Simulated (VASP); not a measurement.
## TiC: single point with PBE

The system is TiC.

```
CELL_PARAMETERS angstrom
0.00000 0.00000 -4.33278
0.00000 -4.33278 0.00000
-4.33278 0.00000 0.00000
ATOMIC_POSITIONS crystal
Ti 0.00000 0.00000 0.00000
Ti 0.00000 0.50000 0.50000
Ti 0.50000 0.00000 0.50000
Ti 0.50000 0.50000 0.00000
C 0.00000 0.00000 0.50000
C 0.00000 0.50000 0.00000
C 0.50000 0.00000 0.00000
C 0.50000 0.50000 0.50000
```

- Program: VASP 6.6.1
- Task: single point
- Functional: PBE
- Potentials or basis: VASP PAW PBE potentials, release 64 (Ti_sv, C)
- Cutoff: 520 eV
- k mesh: 6 × 6 × 6, shifted
- Occupations: gaussian, width 0.1 eV
- Spin: no spin polarisation
- Dipole correction: no
- Further INCAR settings: ALGO = Normal; EDIFF = 1e-07; NBANDS = 42

```json
{
 "Pressure": "0.3 GPa",
 "Band gap on the k mesh": "zero (band 32 reaches 9.59 eV, above the bottom of band 33 at 9.51 eV)"
}
```

Levels at points of the mesh, in eV from the Fermi level:
```csv
k point,band 28,band 29,band 30,band 31,band 32,band 33,band 34,band 35,band 36,band 37
"(0.08, 0.08, 0.08)",-0.51,-0.51,-0.10,0.11,0.11,0.11,0.17,0.17,0.93,0.93
```

Run time: 39 s on 1 thread of Intel(R) Xeon(R) Platinum 8488C (Sapphire Rapids), with other jobs on the host, peak memory 0.18 GiB.
